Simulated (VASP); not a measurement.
A run of VASP 6.6.1 is set up as follows.

File INCAR:

```
  PREC = Accurate
  ENCUT = 600
  EDIFF = 1E-6
  ISMEAR = -1
  SIGMA = 0.08
  LREAL = False
  LASPH = True
  NELM = 100
  ALGO = Normal
  ISIF = 3
  LWAVE = False
  LCHARG = False
  GGA = PE
  IBRION = 2
  NSW = 60
  EDIFFG = -0.005
```

Contents of KPOINTS:

```
Automatic mesh
0
Gamma
  7 7 10
```

POSCAR

```
Mg
1.0
    5.0416443299      0.0000000000      0.0000000000
   -2.5208221650      4.3661920665      0.0000000000
    0.0000000000      0.0000000000      3.1258194845
Mg
3
Direct
    0.0000000000      0.0000000000      0.0000000000
    0.3333333333      0.6666666667      0.5000000000
    0.6666666667      0.3333333333      0.5000000000
```

Potentials or basis: VASP PAW PBE potentials, release 64 (Mg).

Launch:

```bash
$ cat potpaw_PBE.64/Mg/POTCAR > POTCAR
$ mpirun -np 1 vasp_std > vasp.out
```

Question: Estimate the space group after relaxing (to 0.1 Å).

Answer: P6/mmm (No. 191).

Question: What does it give for the band gap on the k mesh?

Answer: Zero (bands 3 and 4 overlap by 4.42 eV).

The path:
| step | energy change (eV) | largest force (eV/Å) | pressure (GPa) | volume (Å³) |
| --- | --- | --- | --- | --- |
| 1 | 0.0000 | 0.0000 | 0.49 | 68.81 |
| 2 | -0.0050 | 0.0000 | 0.09 | 69.50 |
| 3 | -0.0058 | 0.0000 | -0.15 | 69.95 |
| 4 | -0.0058 | 0.0000 | -0.13 | 69.93 |
| 5 | -0.0060 | 0.0000 | -0.04 | 69.73 |
| 6 | -0.0060 | 0.0000 | 0.01 | 69.62 |
